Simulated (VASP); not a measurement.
# BeTe (F-43m) in VASP: a series of runs

Aim: see how the results for BeTe move with the level of theory and the settings. Levels: RPBE+D3(BJ), PBEsol+D3(BJ), RPBE. Tasks: single point, relaxation of cell and atoms.

Program: VASP 6.6.1. These are calculated values, not measurements. Logs are shortened: lines on timing, memory, paths and dates and some standing lists are left out, and cuts for length are marked.

### Step 1. The cell of the first run

It takes space group F-43m (No. 216, cubic). Conventional cell: a = 5.318 Å, b = 5.318 Å, c = 5.318 Å, α = 90.00°, β = 90.00°, γ = 90.00°. Te (site symmetry -43m) has 4 Be at 2.30 Å within 3.0 Å. Within 3.0 Å of Be (site symmetry -43m) lie 4 Te at 2.30 Å.

### Step 2. Single point, RPBE+D3(BJ)

The input, INCAR:

```
SYSTEM = BeTe
PREC = Accurate
ENCUT = 520
EDIFF = 1E-7
ISMEAR = -1
SIGMA = 0.05
LREAL = .FALSE.
LASPH = .TRUE.
NELM = 100
ALGO = Normal
ISIF = 2
LWAVE = .FALSE.
LCHARG = .FALSE.
GGA = RP
IVDW = 12
NBANDS = 11
```

The input, KPOINTS:

```
Automatic mesh
0
G
  8 8 8
  0 0 0
```

The input, POSCAR:

```
BeTe
1.0
    0.0000000000      2.6590347753      2.6590347753
    2.6590347753      0.0000000000      2.6590347753
    2.6590347753      2.6590347753      0.0000000000
Te Be
1 1
Direct
    0.7500000000      0.7500000000      0.7500000000
    0.0000000000      0.0000000000      0.0000000000
```

Potentials or basis: VASP PAW PBE potentials, release 64 (Te, Be).

Started as:

```
$ cat potpaw_PBE.64/Te/POTCAR potpaw_PBE.64/Be/POTCAR > POTCAR
$ mpirun -np 1 vasp_std > vasp.out
```

OUTCAR:

```text
SYSTEM = BeTe
   PREC = Accurate
   ENCUT = 520
   EDIFF = 1E-7
   ISMEAR = -1
   LREAL = .FALSE.
   LASPH = .TRUE.
   NELM = 100
   ISIF = 2
   GGA = RP
   IVDW = 12
 IVDW          = 12

 ion  position               nearest neighbor table
   1  0.750  0.750  0.750-   2 2.30   2 2.30   2 2.30   2 2.30
   2  0.000  0.000  0.000-   1 2.30   1 2.30   1 2.30   1 2.30

  LATTYP: Found a face centered cubic cell.
 ALAT       =     5.3180695506

  Lattice vectors:

 A1 = (   0.0000000000,   2.6590347753,   2.6590347753)
 A2 = (   2.6590347753,   0.0000000000,   2.6590347753)
 A3 = (   2.6590347753,   2.6590347753,   0.0000000000)

Analysis of symmetry for initial positions (statically):
=====================================================================
 Subroutine PRICEL returns:
 Original cell was already a primitive cell.

 Routine SETGRP: Setting up the symmetry group for a
 face centered cubic supercell.

 Subroutine GETGRP returns: Found 24 space group operations
 (whereof 24 operations were pure point group operations)
 out of a pool of 48 trial point group operations.

The static configuration has the point symmetry T_d .

Analysis of symmetry for dynamics (positions and initial velocities):
=====================================================================
 Subroutine PRICEL returns:
 Original cell was already a primitive cell.

 Routine SETGRP: Setting up the symmetry group for a
 face centered cubic supercell.

 Subroutine GETGRP returns: Found 24 space group operations
 (whereof 24 operations were pure point group operations)
 out of a pool of 48 trial point group operations.

The dynamic configuration has the point symmetry T_d .

 Subroutine INISYM returns: Found 24 space group operations
 (whereof 24 operations are pure point group operations),
 and found     1 'primitive' translations

----------------------------------------------------------------------------------------

                                     Primitive cell

  volume of cell :      37.6012

  direct lattice vectors                    reciprocal lattice vectors
     0.000000000  2.659034775  2.659034775    -0.188038158  0.188038158  0.188038158
     2.659034775  0.000000000  2.659034775     0.188038158 -0.188038158  0.188038158
     2.659034775  2.659034775  0.000000000     0.188038158  0.188038158 -0.188038158

  length of vectors
     3.760443042  3.760443042  3.760443042     0.325691643  0.325691643  0.325691643

  position of ions in fractional coordinates (direct lattice)
     0.750000000  0.750000000  0.750000000
     0.000000000  0.000000000  0.000000000

  ion indices of the primitive-cell ions
   primitive index   ion index
                 1           1
                 2           2

----------------------------------------------------------------------------------------

 KPOINTS: Automatic mesh

Automatic generation of k-mesh.
 Grid dimensions read from file:
 generate k-points for:    8    8    8

 Generating k-lattice:

  Cartesian coordinates                     Fractional coordinates (reciprocal lattice)
    -0.023504770  0.023504770  0.023504770     0.125000000  0.000000000  0.000000000
     0.023504770 -0.023504770  0.023504770     0.000000000  0.125000000  0.000000000
     0.023504770  0.023504770 -0.023504770     0.000000000  0.000000000  0.125000000

  Length of vectors
     0.040711455  0.040711455  0.040711455

  Shift w.r.t. Gamma in fractional coordinates (k-lattice)
     0.000000000  0.000000000  0.000000000

 Subroutine IBZKPT returns following result:
 ===========================================

 Found     29 irreducible k-points:

 Following reciprocal coordinates:
            Coordinates               Weight
  0.000000  0.000000  0.000000      1.000000
  0.125000  0.000000  0.000000      8.000000
  0.250000  0.000000  0.000000      8.000000
  0.375000  0.000000  0.000000      8.000000
  0.500000  0.000000  0.000000      4.000000
  0.125000  0.125000  0.000000      6.000000
[... 16 lines left out ...]
  0.500000  0.250000  0.125000     48.000000
 -0.375000  0.250000  0.125000     24.000000
 [... further k-points ...]
   k-points           NKPTS =     29   k-points in BZ     NKDIM =     29   number of bands    NBANDS=     11
   number of dos      NEDOS =    301   number of ions     NIONS =      2
   total plane-waves  NPLWV =  21952
   dimension x,y,z NGX =    28 NGY =   28 NGZ =   28
   dimension x,y,z NGXF=    56 NGYF=   56 NGZF=   56
   ions per type =               1   1
   NGX,Y,Z   is equivalent  to a cutoff of  12.38, 12.38, 12.38 a.u.
   NGXF,Y,Z  is equivalent  to a cutoff of  24.76, 24.76, 24.76 a.u.
 SYSTEM =  BeTe
   PREC   = accura    normal or accurate (medium, high low for compatibility)
   ISTART =      0    job   : 0-new  1-cont  2-samecut
   ICHARG =      2    charge: 1-file 2-atom 10-const
   ISPIN  =      1    spin polarized calculation?
   LNONCOLLINEAR =      F non collinear calculations
   LSORBIT =      F    spin-orbit coupling
   LASPH  =      T    aspherical Exc in radial PAW
   ENCUT  =  520.0 eV  38.22 Ry    6.18 a.u.   6.99  6.99  6.99*2*pi/ulx,y,z
   NELM   =    100;   NELMIN=  2; NELMDL= -5     # of ELM steps
   EDIFF  = 0.1E-06   stopping-criterion for ELM
   LREAL  =      F    real-space projection
   EDIFFG = 0.1E-05   stopping-criterion for IOM
   NSW    =      0    number of steps for IOM
   IBRION =     -1    ionic relax: 0-MD 1-quasi-New 2-CG
   NFREE  =      0    steps in history (QN), initial steepest desc. (CG)
   ISIF   =      2    stress and relaxation
   ISYM   =      2    0-nonsym 1-usesym 2-fastsym
   POTIM  = 0.5000    time-step for ionic-motion
   TEBEG  =    0.0;   TEEND  =   0.0 temperature during run
   PSTRESS=    0.0 pullay stress
   NELECT =       8.0000    total number of electrons
   NUPDOWN=      -1.0000    fix difference up-down
   EMIN   =  10.00;   EMAX   =-10.00  energy-range for DOS
   EFERMI =   0.00;   METHOD = LEGACY
   ISMEAR =    -1;   SIGMA  =   0.05  broadening in eV -4-tet -1-fermi 0-gaus
   EFERMI_NEDOS =   21; number of points for ismear=-14 and -15
   IALGO  =     38    algorithm
   IMIX   =      4    mixing-type and parameters
     AMIX     =   0.40;   BMIX     =  1.00
     AMIX_MAG =   1.60;   BMIX_MAG =  1.00
  volume/ion in A,a.u.               =      18.80       126.87
  Fermi-wavevector in a.u.,A,eV,Ry     =   0.977322  1.846870 12.995706  0.955157
  Thomas-Fermi vector in A             =   2.108010
   LORBIT       =      0    0 simple, 1 ext, 2 COOP (PROOUT), +10 PAW based schemes
   GGA     = RP    functional components
   LHFCALC =     F    Hartree Fock is set to
   AEXX    =    0.0000 exact exchange contribution
   IVDW    =    12    specifies the selected vdW correction
   LEPSILON=     F    determine dielectric tensor
   LRPA    =     F    only Hartree local field effects (RPA)
 non-spin polarized calculation
  energy-cutoff  :      520.00
  volume of cell :       37.60
 maximum number of plane-waves:      1036
   NGX = 13   NGY = 13   NGZ = 13

 number of electron       8.0000000 magnetization

 Free energy of the ion-electron system (eV)
  ---------------------------------------------------
  ext. energy  EPLUGINS =         0.00000000
  ---------------------------------------------------
  free energy    TOTEN  =        -6.62075985 eV

  energy without entropy =       -6.62075984  energy(sigma->0) =       -6.62075984

 E-fermi :   8.0769     XC(G=0):  -9.6806

 val. band max:        7.2995640338   @ k =   0.0000   0.0000   0.0000
 cond. band min:       8.8562454476   @ k =   0.5000   0.5000   0.0000
 fundamental gap:      1.5566814139
 Fermi energy:         8.0769186290

 k-point     1 :       0.0000    0.0000    0.0000
  band No.  band energies     occupation
      1      -6.2634      2.00000
      2       7.2996      2.00000
      3       7.2996      2.00000
      4       7.2996      2.00000
      5      10.7292      0.00000
      6      10.7292      0.00000
      7      10.7292      0.00000
      8      12.5582      0.00000
      9      15.9173      0.00000
     10      17.8511      0.00000
     11      17.8511      0.00000

 k-point     2 :       0.1250    0.0000    0.0000
  band No.  band energies     occupation
      1      -6.0764      2.00000
      2       5.7334      2.00000
      3       6.9747      2.00000
      4       6.9747      2.00000
      5      11.0488      0.00000
      6      11.1726      0.00000
      7      11.1726      0.00000
      8      13.6505      0.00000
      9      16.3294      0.00000
     10      16.7057      0.00000
     11      16.7057      0.00000

 k-point     3 :       0.2500    0.0000    0.0000
  band No.  band energies     occupation
      1      -5.5488      2.00000
      2       3.3349      2.00000
      3       6.4067      2.00000
      4       6.4067      2.00000
      5      11.0208      0.00000
      6      11.7823      0.00000
      7      11.7823      0.00000
      8      15.1472      0.00000
      9      16.4358      0.00000
     10      16.4358      0.00000
     11      16.8692      0.00000

 k-point     4 :       0.3750    0.0000    0.0000
  band No.  band energies     occupation
      1      -4.8382      2.00000
      2       1.3797      2.00000
      3       5.9881      2.00000
      4       5.9881      2.00000
      5      10.9246      0.00000
      6      11.8474      0.00000
      7      11.8474      0.00000
      8      15.2007      0.00000
      9      17.7341      0.00000
     10      17.7341      0.00000
     11      18.1502      0.00000
[... 239 lines left out ...]
 k-point    22 :       0.3750    0.2500    0.1250
  band No.  band energies     occupation
      1      -5.1038      2.00000
      2       3.1213      2.00000
      3       4.4193      2.00000
      4       5.7212      2.00000
      5      10.7943      0.00000
      6      12.5649      0.00000
      7      12.7155      0.00000
      8      14.0545      0.00000
      9      16.9509      0.00000
     10      18.6162      0.00000
     11      19.4023      0.00000

 k-point    23 :       0.5000    0.2500    0.1250
  band No.  band energies     occupation
      1      -4.4565      2.00000
      2       1.7465      2.00000
      3       3.8303      2.00000
      4       5.1248      2.00000
      5      11.2963      0.00000
      6      12.1623      0.00000
      7      13.5484      0.00000
      8      14.7219      0.00000
      9      17.6473      0.00000
     10      18.4568      0.00000
     11      20.2466      0.00000

 k-point    24 :      -0.3750    0.2500    0.1250
  band No.  band energies     occupation
      1      -4.1040      2.00000
      2       1.0686      2.00000
      3       3.7347      2.00000
      4       4.8321      2.00000
      5      11.3810      0.00000
      6      11.9253      0.00000
      7      14.5316      0.00000
      8      15.6249      0.00000
      9      16.1855      0.00000
     10      19.3032      0.00000
     11      19.9673      0.00000

 [... further k-points ...]

------------------------ aborting loop because EDIFF is reached ----------------------------------------

 Edisp (eV)   -3.19639

 E8    (eV) :    -1.9306

  FORCE on cell =-STRESS in cart. coord.  units (eV):
  Direction    XX          YY          ZZ          XY          YZ          ZX
  --------------------------------------------------------------------------------------
  -------------------------------------------------------------------------------------
  Total       0.05068     0.05068     0.05068     0.00000    -0.00000     0.00000
  in kB       2.15932     2.15932     2.15932     0.00000    -0.00000     0.00000
  external pressure =        2.16 kB  Pullay stress =        0.00 kB

 VOLUME and BASIS-vectors are now :
 -----------------------------------------------------------------------------
  energy-cutoff  :      520.00
  volume of cell :       37.60
      direct lattice vectors                 reciprocal lattice vectors
     0.000000000  2.659034775  2.659034775    -0.188038158  0.188038158  0.188038158
     2.659034775  0.000000000  2.659034775     0.188038158 -0.188038158  0.188038158
     2.659034775  2.659034775  0.000000000     0.188038158  0.188038158 -0.188038158

 POSITION                                       TOTAL-FORCE (eV/Angst)
 -----------------------------------------------------------------------------------
      3.98855      3.98855      3.98855        -0.000000      0.000000     -0.000000
      0.00000      0.00000      0.00000         0.000000     -0.000000      0.000000
 -----------------------------------------------------------------------------------
    total drift:                               -0.000000     -0.000000     -0.000000

  FREE ENERGIE OF THE ION-ELECTRON SYSTEM (eV)
  ---------------------------------------------------
  free  energy   TOTEN  =        -9.8171484521 eV

  energy  without entropy=       -9.8171484486  energy(sigma->0) =       -9.81714845
```

Wall time 7.6 s (1 thread of Intel Xeon 6975P-C (Granite Rapids), shared host); peak memory 0.17 GiB.

What came out:

| Item | Value |
| --- | --- |
| Free energy | -9.8171 eV |
| Pressure | 0.2 GPa |
| Band gap on the k mesh | 1.56 eV, indirect (least direct gap 3.43 eV) |
| Dispersion energy per atom | -1.598 eV |

Caveat: the PAW data sets were made with another functional, which shifts forces and pressure a little; spin-orbit coupling is left out, which moves the levels of the heavy elements.

### Step 3. Single point, PBEsol+D3(BJ)

This run uses another cell than the first one, of 21.19 Å³/atom, 1.127 times its volume.

The input, INCAR:

```
  ALGO = Normal
  EDIFF = 1E-6
  ENCUT = 520
  GGA = PS
  ISIF = 2
  ISMEAR = -1
  IVDW = 12
  LASPH = T
  LCHARG = F
  LREAL = F
  LWAVE = F
  NBANDS = 11
  NELM = 100
  PREC = Accurate
  SIGMA = 0.05
```

The input, KPOINTS:

```
k-points
0
Gamma
  8 8 8
```

The input, POSCAR:

```
BeTe
1.0
    0.0000000000      2.7672900339      2.7672900339
    2.7672900339      0.0000000000      2.7672900339
    2.7672900339      2.7672900339      0.0000000000
Te Be
1 1
Direct
    0.7500000000      0.7500000000      0.7500000000
    0.0000000000      0.0000000000      0.0000000000
```

Potentials or basis: VASP PAW PBE potentials, release 64 (Te, Be).

Started as:

```
$ cat potpaw_PBE.64/Te/POTCAR potpaw_PBE.64/Be/POTCAR > POTCAR
$ mpirun -np 1 vasp_std > vasp.out
```

Wall time 6.6 s (1 thread of Intel Xeon 6975P-C (Granite Rapids), shared host); peak memory 0.18 GiB.

The run converged. Its results:

```
Free energy                : -8.8384 eV
Pressure                   : 0.3 GPa
Band gap on the k mesh     : 1.72 eV, indirect (least direct gap 3.55 eV)
Dispersion energy per atom : -0.319 eV
```

Levels at points of the mesh, in eV from the valence-band top:
```
           k point  band 1  band 2  band 3  band 4  band 5  band 6  band 7  band 8
(0.00, 0.00, 0.00)  -12.69    0.00    0.00    0.00    3.55    3.55    3.55    4.12
(0.50, 0.00, 0.00)  -11.21   -5.92   -1.23   -1.23    3.18    4.53    4.53    7.64
(0.50, 0.50, 0.00)  -10.66   -5.42   -2.86   -2.86    1.72    2.54   10.04   10.04
```

Caveat: the PAW data sets were made with another functional, which shifts forces and pressure a little; spin-orbit coupling is left out, which moves the levels of the heavy elements. A k mesh can miss the band edges.

(Part 1 of 2 ends here.)
